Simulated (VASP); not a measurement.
**V: single point with BLYP+D3(BJ)**

Crystal: V.

```xyz
1
Lattice="-1.4548 1.4548 1.4548 1.4548 -1.4548 1.4548 1.4548 1.4548 -1.4548" Properties=species:S:1:pos:R:3 pbc="T T T"
V     0.0000    0.0000    0.0000
```

```yaml
Program: VASP 6.6.1
Task: single point
Functional: BLYP
Dispersion: D3(BJ)
Potentials_or_basis: VASP PAW PBE potentials, release 64 (V_sv)
Cutoff: 520 eV
k_mesh: 12 × 12 × 12
Occupations: fermi-dirac, width 0.05 eV
Spin: collinear spin, ferromagnetic start
Starting_moments: "[2.0] μB"
```

```json
{
  "Pressure": "0.4 GPa",
  "Net moment": "0.00 μB per cell",
  "Valence electrons inside the program's atomic spheres": "V 11.88",
  "Dispersion energy per atom": "-1.754 eV"
}
```

Levels at points of the mesh, in eV from the Fermi level:
Spin up:
```csv
k point,band 4,band 5,band 6,band 7,band 8,band 9
"(0.00, 0.00, 0.00)",-36.68,-6.58,0.35,0.35,0.35,2.62
"(0.50, 0.00, 0.00)",-36.69,-3.46,-1.37,2.22,2.63,3.03
"(0.50, 0.50, 0.50)",-37.49,-3.41,-3.41,4.08,4.08,4.08
```
Spin down:
```tsv
k point	band 3	band 4	band 5	band 6	band 7	band 8	band 9	band 10
(0.00, 0.00, 0.00)	-36.68	-36.68	-6.58	0.35	0.35	0.35	2.62	2.62
(0.50, 0.00, 0.00)	-37.05	-36.69	-3.45	-1.37	2.22	2.63	3.03	4.53
(0.50, 0.50, 0.50)	-37.49	-37.49	-3.41	-3.41	4.08	4.08	4.08	11.24
```

It took 30 s on 1 thread of Intel Xeon 8259CL, with other jobs on the host, peak memory 0.16 GiB.

Caveat: the PAW data sets were made with another functional, which shifts forces and pressure a little.
